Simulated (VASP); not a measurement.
A run of VASP 6.6.1 is set up as follows.

The input INCAR:

```
ALGO = Normal ; EDIFF = 1E-7
ENCUT = 520 ; GGA = PE
ISIF = 2 ; ISMEAR = -1
LASPH = True ; LCHARG = False
LREAL = False ; LWAVE = False
NBANDS = 16 ; NELM = 60
PREC = Accurate ; SIGMA = 0.05
```

Contents of KPOINTS:

```
k-points
0
Gamma
  9 9 5
```

The input POSCAR:

```
Cs
1.0
    5.4974881302      0.0000000000      0.0000000000
   -2.7487440651      4.7609643778      0.0000000000
    0.0000000000      0.0000000000      8.9059307710
Cs
2
Direct
    0.3333333333      0.6666666667      0.2500000000
    0.6666666667      0.3333333333      0.7500000000
```

Potentials or basis: VASP PAW PBE potentials, release 64 (Cs_sv).

Run with:

```console
$ cat potpaw_PBE.64/Cs_sv/POTCAR > POTCAR
$ mpirun -np 1 vasp_std > vasp.out
```

Problem. Predict the band gap on the k mesh.

Solution. Zero (bands 9 and 10 overlap by 1.55 eV).

Problem. Predict the pressure.

Solution. 0.0 GPa.

Caveat: spin-orbit coupling is left out, which moves the levels of the heavy elements.
